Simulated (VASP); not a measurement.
# SiC (Moissanite 3C) (F-43m) in VASP: further runs

The runs below take SiC (Moissanite 3C) through density of states, with PBE.

All numbers are computed with VASP 6.6.1; they aren't measurements. Logs are shortened: lines on timing, memory, paths and dates and some standing lists are left out, and cuts for length are marked.

**1. The cell of the first run**

The structure is cubic, space group F-43m (No. 216). Conventional cell: a = 4.380 Å, b = 4.380 Å, c = 4.380 Å, α = 90.00°, β = 90.00°, γ = 90.00°. Within 2.5 Å of Si (site symmetry -43m) lie 4 C at 1.90 Å. Within 2.5 Å of C (site symmetry -43m) lie 4 Si at 1.90 Å.

**2. Density of states, PBE**

Input file POSCAR:

```
SiC
1.0
    0.0000000000      2.1898675894      2.1898675894
    2.1898675894      0.0000000000      2.1898675894
    2.1898675894      2.1898675894      0.0000000000
Si C
1 1
Direct
    0.0000000000      0.0000000000      0.0000000000
    0.2500000000      0.2500000000      0.2500000000
```

Input file INCAR.step1:

```
SYSTEM = SiC
ALGO = Normal ; EDIFF = 1E-7
ENCUT = 520 ; GGA = PE
ISIF = 2 ; ISMEAR = 0
LASPH = .TRUE. ; LCHARG = .TRUE.
LREAL = .FALSE. ; LWAVE = .FALSE.
NBANDS = 11 ; NELM = 60
PREC = Accurate ; SIGMA = 0.02
```

Input file KPOINTS.step1:

```
k-points
0
G
  10 10 10
  0 0 0
```

Input file INCAR.step2:

```
SYSTEM = SiC
ALGO = Normal ; EDIFF = 1E-7
ENCUT = 520 ; GGA = PE
ICHARG = 11 ; ISIF = 2
ISMEAR = -5 ; LASPH = .TRUE.
LCHARG = .FALSE. ; LORBIT = 10
LREAL = .FALSE. ; LWAVE = .FALSE.
NBANDS = 11 ; NEDOS = 2001
NELM = 60 ; PREC = Accurate
SIGMA = 0.02
```

Input file KPOINTS.step2:

```
k-points
0
G
  15 15 15
  0 0 0
```

Potentials or basis: VASP PAW PBE potentials, release 64 (Si, C).

Started as:

```sh
$ cat potpaw_PBE.64/Si/POTCAR potpaw_PBE.64/C/POTCAR > POTCAR
$ cp INCAR.step1 INCAR
$ cp KPOINTS.step1 KPOINTS
$ mpirun -np 1 vasp_std > vasp.out
$ cp INCAR.step2 INCAR
$ cp KPOINTS.step2 KPOINTS
$ mpirun -np 1 vasp_std > vasp.out
```

OUTCAR:

```text
SYSTEM = SiC
   EDIFF = 1E-7
   ENCUT = 520
   GGA = PE
   ICHARG = 11
   ISIF = 2
   ISMEAR = -5
   LASPH = .TRUE.
   LORBIT = 10
   LREAL = .FALSE.
   NELM = 60
   PREC = Accurate

 ion  position               nearest neighbor table
   1  0.000  0.000  0.000-   2 1.90   2 1.90   2 1.90   2 1.90
   2  0.250  0.250  0.250-   1 1.90   1 1.90   1 1.90   1 1.90

  LATTYP: Found a face centered cubic cell.
 ALAT       =     4.3797351788

  Lattice vectors:

 A1 = (   0.0000000000,   2.1898675894,   2.1898675894)
 A2 = (   2.1898675894,   0.0000000000,   2.1898675894)
 A3 = (   2.1898675894,   2.1898675894,   0.0000000000)

Analysis of symmetry for initial positions (statically):
=====================================================================
 Subroutine PRICEL returns:
 Original cell was already a primitive cell.

 Routine SETGRP: Setting up the symmetry group for a
 face centered cubic supercell.

 Subroutine GETGRP returns: Found 24 space group operations
 (whereof 24 operations were pure point group operations)
 out of a pool of 48 trial point group operations.

The static configuration has the point symmetry T_d .

Analysis of symmetry for dynamics (positions and initial velocities):
=====================================================================
 Subroutine PRICEL returns:
 Original cell was already a primitive cell.

 Routine SETGRP: Setting up the symmetry group for a
 face centered cubic supercell.

 Subroutine GETGRP returns: Found 24 space group operations
 (whereof 24 operations were pure point group operations)
 out of a pool of 48 trial point group operations.

The dynamic configuration has the point symmetry T_d .

 Subroutine INISYM returns: Found 24 space group operations
 (whereof 24 operations are pure point group operations),
 and found     1 'primitive' translations

----------------------------------------------------------------------------------------

                                     Primitive cell

  volume of cell :      21.0031

  direct lattice vectors                    reciprocal lattice vectors
     0.000000000  2.189867589  2.189867589    -0.228324307  0.228324307  0.228324307
     2.189867589  0.000000000  2.189867589     0.228324307 -0.228324307  0.228324307
     2.189867589  2.189867589  0.000000000     0.228324307  0.228324307 -0.228324307

  length of vectors
     3.096940445  3.096940445  3.096940445     0.395469301  0.395469301  0.395469301

  position of ions in fractional coordinates (direct lattice)
     0.000000000  0.000000000  0.000000000
     0.250000000  0.250000000  0.250000000

  ion indices of the primitive-cell ions
   primitive index   ion index
                 1           1
                 2           2

----------------------------------------------------------------------------------------

 KPOINTS: k-points

Automatic generation of k-mesh.
 Grid dimensions read from file:
 generate k-points for:   15   15   15

 Generating k-lattice:

  Cartesian coordinates                     Fractional coordinates (reciprocal lattice)
    -0.015221620  0.015221620  0.015221620     0.066666667  0.000000000  0.000000000
     0.015221620 -0.015221620  0.015221620     0.000000000  0.066666667  0.000000000
     0.015221620  0.015221620 -0.015221620     0.000000000  0.000000000  0.066666667

  Length of vectors
     0.026364620  0.026364620  0.026364620

  Shift w.r.t. Gamma in fractional coordinates (k-lattice)
     0.000000000  0.000000000  0.000000000

 TETIRR: Found    484 inequivalent tetrahedra from    20250

 Subroutine IBZKPT returns following result:
 ===========================================

 Found    120 irreducible k-points:

 Following reciprocal coordinates:
            Coordinates               Weight
  0.000000  0.000000  0.000000      1.000000
  0.066667  0.000000  0.000000      8.000000
  0.133333  0.000000  0.000000      8.000000
  0.200000  0.000000  0.000000      8.000000
  0.266667  0.000000  0.000000      8.000000
  0.333333  0.000000  0.000000      8.000000
[... 16 lines left out ...]
  0.133333  0.133333  0.000000      6.000000
  0.200000  0.133333  0.000000     24.000000
 [... further k-points ...]
   k-points           NKPTS =    120   k-points in BZ     NKDIM =    120   number of bands    NBANDS=     11
   number of dos      NEDOS =   2001   number of ions     NIONS =      2
   total plane-waves  NPLWV =  13824
   dimension x,y,z NGX =    24 NGY =   24 NGZ =   24
   dimension x,y,z NGXF=    48 NGYF=   48 NGZF=   48
   ions per type =               1   1
   NGX,Y,Z   is equivalent  to a cutoff of  12.88, 12.88, 12.88 a.u.
   NGXF,Y,Z  is equivalent  to a cutoff of  25.77, 25.77, 25.77 a.u.
 SYSTEM =  SiC
   PREC   = accura    normal or accurate (medium, high low for compatibility)
   ISTART =      0    job   : 0-new  1-cont  2-samecut
   ICHARG =     11    charge: 1-file 2-atom 10-const
   ISPIN  =      1    spin polarized calculation?
   LNONCOLLINEAR =      F non collinear calculations
   LSORBIT =      F    spin-orbit coupling
   LASPH  =      T    aspherical Exc in radial PAW
   ENCUT  =  520.0 eV  38.22 Ry    6.18 a.u.   5.76  5.76  5.76*2*pi/ulx,y,z
   NELM   =     60;   NELMIN=  2; NELMDL=  0     # of ELM steps
   EDIFF  = 0.1E-06   stopping-criterion for ELM
   LREAL  =      F    real-space projection
   EDIFFG = 0.1E-05   stopping-criterion for IOM
   NSW    =      0    number of steps for IOM
   IBRION =     -1    ionic relax: 0-MD 1-quasi-New 2-CG
   NFREE  =      0    steps in history (QN), initial steepest desc. (CG)
   ISIF   =      2    stress and relaxation
   ISYM   =      2    0-nonsym 1-usesym 2-fastsym
   POTIM  = 0.5000    time-step for ionic-motion
   TEBEG  =    0.0;   TEEND  =   0.0 temperature during run
   PSTRESS=    0.0 pullay stress
   NELECT =       8.0000    total number of electrons
   NUPDOWN=      -1.0000    fix difference up-down
   EMIN   =  10.00;   EMAX   =-10.00  energy-range for DOS
   EFERMI =   0.00;   METHOD = LEGACY
   ISMEAR =    -5;   SIGMA  =   0.02  broadening in eV -4-tet -1-fermi 0-gaus
   EFERMI_NEDOS =   21; number of points for ismear=-14 and -15
   IALGO  =     38    algorithm
   IMIX   =      4    mixing-type and parameters
     AMIX     =   0.40;   BMIX     =  1.00
     AMIX_MAG =   1.60;   BMIX_MAG =  1.00
  volume/ion in A,a.u.               =      10.50        70.87
  Fermi-wavevector in a.u.,A,eV,Ry     =   1.186707  2.242552 19.160736  1.408274
  Thomas-Fermi vector in A             =   2.322874
   LORBIT       =     10    0 simple, 1 ext, 2 COOP (PROOUT), +10 PAW based schemes
   GGA     = PE    functional components
   LHFCALC =     F    Hartree Fock is set to
   AEXX    =    0.0000 exact exchange contribution
   IVDW    =     0    specifies the selected vdW correction
   LEPSILON=     F    determine dielectric tensor
   LRPA    =     F    only Hartree local field effects (RPA)
 non-spin polarized calculation
 Fermi weights with tetrahedron method with Bloechl corrections
  energy-cutoff  :      520.00
  volume of cell :       21.00
 maximum number of plane-waves:       578

 number of electron       8.0000001 magnetization

 Free energy of the ion-electron system (eV)
  ---------------------------------------------------
  ext. energy  EPLUGINS =         0.00000000
  ---------------------------------------------------
  free energy    TOTEN  =       -15.06098393 eV

  energy without entropy =      -15.06098393  energy(sigma->0) =      -15.06098393

 E-fermi :   7.9500     XC(G=0): -11.2911

 val. band max:        7.9403634294   @ k =   0.0000   0.0000   0.0000
 cond. band min:       9.3624998181   @ k =   0.4667   0.4667   0.0000
 fundamental gap:      1.4221363887
 Fermi energy:         7.9499662680

 k-point     1 :       0.0000    0.0000    0.0000
  band No.  band energies     occupation
      1      -7.3462      2.00000
      2       7.9404      2.00000
      3       7.9404      2.00000
      4       7.9404      2.00000
      5      13.9996      0.00000
      6      15.1448      0.00000
      7      15.1448      0.00000
      8      15.1448      0.00000
      9      22.3600      0.00000
     10      22.3600      0.00000
     11      24.1907      0.00000

 k-point     2 :       0.0667    0.0000    0.0000
  band No.  band energies     occupation
      1      -7.2603      2.00000
      2       7.4599      2.00000
      3       7.8787      2.00000
      4       7.8787      2.00000
      5      14.1981      0.00000
      6      15.2117      0.00000
      7      15.2598      0.00000
      8      15.2598      0.00000
      9      21.8308      0.00000
     10      21.8308      0.00000
     11      24.2583      0.00000

 k-point     3 :       0.1333    0.0000    0.0000
  band No.  band energies     occupation
      1      -7.0040      2.00000
      2       6.2923      2.00000
      3       7.7158      2.00000
      4       7.7158      2.00000
      5      14.2525      0.00000
      6      15.5297      0.00000
      7      15.5297      0.00000
      8      15.7379      0.00000
      9      21.0789      0.00000
     10      21.0789      0.00000
     11      23.7995      0.00000
[... 267 lines left out ...]
 k-point    23 :       0.1333    0.1333    0.0000
  band No.  band energies     occupation
      1      -6.8898      2.00000
      2       6.6900      2.00000
      3       7.1711      2.00000
      4       7.1711      2.00000
      5      13.9186      0.00000
      6      15.0583      0.00000
      7      16.3170      0.00000
      8      16.3170      0.00000
      9      19.1860      0.00000
     10      22.8762      0.00000
     11      25.9305      0.00000

 k-point    24 :       0.2000    0.1333    0.0000
  band No.  band energies     occupation
      1      -6.5799      2.00000
      2       5.6943      2.00000
      3       6.8625      2.00000
      4       7.0296      2.00000
      5      13.5870      0.00000
      6      15.2116      0.00000
      7      16.6730      0.00000
      8      16.7925      0.00000
      9      18.9409      0.00000
     10      22.8551      0.00000
     11      25.5736      0.00000

 [... further k-points ...]
[... 5 lines left out ...]
  --------------------------------------------------------------------------------------
  -------------------------------------------------------------------------------------
  Total       -0.0074217     -0.0074217     -0.0074217      0.0000000     -0.0000000      0.0000000
  in kB       -0.5661458     -0.5661458     -0.5661458      0.0000000     -0.0000000      0.0000000
  external PRESSURE =      -0.5661458 kB  Pullay stress =       0.0000000 kB

 VOLUME and BASIS-vectors are now :
 -----------------------------------------------------------------------------
  energy-cutoff  :      520.00
  volume of cell :       21.00
      direct lattice vectors                 reciprocal lattice vectors
     0.000000000  2.189867589  2.189867589    -0.228324307  0.228324307  0.228324307
     2.189867589  0.000000000  2.189867589     0.228324307 -0.228324307  0.228324307
     2.189867589  2.189867589  0.000000000     0.228324307  0.228324307 -0.228324307

 POSITION                                       TOTAL-FORCE (eV/Angst)
 -----------------------------------------------------------------------------------
      0.00000      0.00000      0.00000         0.000000      0.000000      0.000000
      1.09493      1.09493      1.09493        -0.000000     -0.000000     -0.000000
 -----------------------------------------------------------------------------------
    total drift:                                0.000000      0.000000      0.000000

  FREE ENERGIE OF THE ION-ELECTRON SYSTEM (eV)
  ---------------------------------------------------
  free  energy   TOTEN  =       -15.0609839333 eV

  energy  without entropy=      -15.0609839333  energy(sigma->0) =      -15.06098393

 total charge

# of ion       s       p       d       tot
------------------------------------------
    1        0.706   0.961   0.000   1.667
    2        0.836   1.695   0.000   2.530
--------------------------------------------------
tot          1.542   2.655   0.000   4.198
```

It took 37 s on 1 thread of AMD EPYC 7R43 (Zen 3), shared host; peak memory 0.11 GiB.

What came out:

| Property | Result |
| --- | --- |
| Valence electrons inside the program's atomic spheres | Si 1.67; C 2.53 |

Levels at points of the mesh, in eV from the valence-band top:
```tsv
k point	band 1	band 2	band 3	band 4	band 5	band 6	band 7	band 8	band 9
(0.00, 0.00, 0.00)	-15.29	0.00	0.00	0.00	6.06	7.20	7.20	7.20	14.42
```

**3. Density of states, PBE**

Input file POSCAR:

```
SiC
1.0
    0.0000000000      2.1898675892      2.1898675892
    2.1898675892      0.0000000000      2.1898675892
    2.1898675892      2.1898675892      0.0000000000
Si C
1 1
Direct
    0.0000000000      0.0000000000      0.0000000000
    0.2500000000      0.2500000000      0.2500000000
```

INCAR.step1 is that of step 2.

KPOINTS.step1 is that of step 2.

INCAR.step2 is that of step 2.

KPOINTS.step2 is that of step 2.

Potentials or basis: VASP PAW PBE potentials, release 64 (Si, C).

Started as:

```sh
$ cat potpaw_PBE.64/Si/POTCAR potpaw_PBE.64/C/POTCAR > POTCAR
$ cp INCAR.step1 INCAR
$ cp KPOINTS.step1 KPOINTS
$ mpirun -np 1 vasp_std > vasp.out
$ cp INCAR.step2 INCAR
$ cp KPOINTS.step2 KPOINTS
$ mpirun -np 1 vasp_std > vasp.out
```

It took 16 s on 1 thread of Intel Xeon 6975P-C (Granite Rapids), shared host; peak memory 0.14 GiB.

The run converged. Its results:

| Item | Value |
| --- | --- |
| Valence electrons inside the program's atomic spheres | Si 1.67; C 2.53 |

Levels at points of the mesh, in eV from the valence-band top:
```csv
k point,band 1,band 2,band 3,band 4,band 5,band 6,band 7,band 8
"(0.00, 0.00, 0.00)",-15.29,0.00,0.00,0.00,6.06,7.20,7.20,7.20
```
